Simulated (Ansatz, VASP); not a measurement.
**Two plane-wave programs on C**

POSCAR

```
C
1.0
    3.5602834153      0.0000000000      0.0000000000
    0.0000000000     -3.5602834153      0.0000000000
    0.0000000000      0.0000000000     -3.5602834153
C
8
Direct
    0.5000000000      0.0000000000     -0.0245766951
    0.0000000000      0.5000000000      0.0000000000
    0.0000000000      0.0000000000      0.5000000000
    0.5000000000      0.5000000000      0.5000000000
    0.7500000000      0.7500000000      0.7500000000
    0.2500000000      0.2500000000      0.7500000000
    0.2500000000      0.7500000000      0.2500000000
    0.7500000000      0.2500000000      0.2500000000
```

Contents of INCAR.step1:

```
SYSTEM = C
PREC = Accurate
ENCUT = 910
ISMEAR = 0
SIGMA = 0.05
LREAL = .False.
LASPH = .True.
NELM = 120
NBANDS = 26
GGA = PE
ALGO = Normal
EDIFF = 1E-5
LWAVE = .True.
LCHARG = .False.
GGA_COMPAT = .False.
```

File INCAR.step2:

```
SYSTEM = C
PREC = Accurate
ENCUT = 910
EDIFF = 1E-6
ISMEAR = 0
SIGMA = 0.05
LREAL = .False.
LASPH = .True.
NELM = 120
ALGO = Normal
ISIF = 2
LWAVE = .False.
LCHARG = .True.
METAGGA = R2SCAN
LMIXTAU = .True.
LELF = .True.
LVHAR = .True.
NBANDS = 26
ISTART = 1
GGA_COMPAT = .False.
```

Contents of KPOINTS:

```
Automatic mesh
0
Gamma
  6 6 6
  0 0 0
```

Input for Ansatz:

```yaml
crystal:
  lattice:
    - [3.5602834153, 0.0, 0.0]
    - [0.0, -3.5602834153, 0.0]
    - [0.0, 0.0, -3.5602834153]
  atoms:
    - { symbol: C, position: [0.5, 0.0, -0.0245766951] }
    - { symbol: C, position: [0.0, 0.5, 0.0] }
    - { symbol: C, position: [0.0, 0.0, 0.5] }
    - { symbol: C, position: [0.5, 0.5, 0.5] }
    - { symbol: C, position: [0.75, 0.75, 0.75] }
    - { symbol: C, position: [0.25, 0.25, 0.75] }
    - { symbol: C, position: [0.25, 0.75, 0.25] }
    - { symbol: C, position: [0.75, 0.25, 0.25] }
basis:
  ecutwfc: 500
kpoints:
  mp_grid: { grid: [6, 6, 6] }
hamiltonian:
  xc: r2scan
scf:
  occupations: { method: gaussian, width: 0.05 }
output:
  forces: true
  stress: true
  eigenvalues: true
```

Alike in both runs: task single point; functional r2SCAN; k mesh 6 × 6 × 6; occupations gaussian, width 0.05 eV; no spin polarisation.

|  | VASP | Ansatz |
| --- | --- | --- |
| version | VASP 6.6.1 | Ansatz 0.2.0 |
| potentials or method | VASP PAW PBE potentials, release 64 (C_h), cutoff 910 eV | scalar-relativistic, plane waves, PAW |
| valence electrons in the cell | 32 | 32 |

```tsv
	VASP	Ansatz	Ansatz less VASP
gap on the k mesh at the Fermi level (eV)	3.98	3.98	-0.002
least direct gap on the mesh (eV)	4.21	4.21	-0.003
rms of the force components (eV/Å)	0.922	0.924	+0.0014
```

VASP's potentials were made for PBE, not for r2SCAN. Atom by atom the forces differ by 0.002 eV/Å (rms over components).

Noted on VASP's run: the cutoff is short for stress, so the pressure is rough.
